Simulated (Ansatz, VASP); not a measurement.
# TaN: VASP beside Ansatz

```
Ta N
1.0
     5.22365    0.00000    0.00000
    -2.61182    4.52381    0.00000
     0.00000    0.00000    2.90557
Ta N
3 3
Direct
  0.00000 0.00000 0.00000
  0.33333 0.66667 0.50000
  0.66667 0.33333 0.50000
  0.50000 0.00000 0.00000
  0.50000 0.50000 0.00000
  0.00000 0.50000 0.00000
```

Alike in both runs: functional r2SCAN; dispersion D4; k mesh 5 × 5 × 8; no spin polarisation.

Ansatz relaxed the structure, and its values are those at the end. VASP's run is a single point on that final structure, the one shown.

```csv
,VASP,Ansatz
version,VASP 6.6.1,Ansatz 0.2.0
potentials or method,"VASP PAW PBE potentials, release 64 (Ta_pv, N)","plane waves, PAW"
plane-wave cutoff (eV),520,500
occupations,"methfessel-paxton of order 1, width 0.15 eV","cold, width 0.15 eV"
valence electrons in the cell,48,54
```

```csv
,VASP,Ansatz,Ansatz less VASP
pressure (GPa),1.7,0.0,-1.69
```

VASP's potentials were made for PBE, not for r2SCAN. VASP's potentials hold 48 valence electrons a cell and Ansatz's 54, so a difference there can come from the potentials and not from the codes. Ansatz's warnings: structure snapped to symmetry.

Spin-orbit coupling is off throughout.
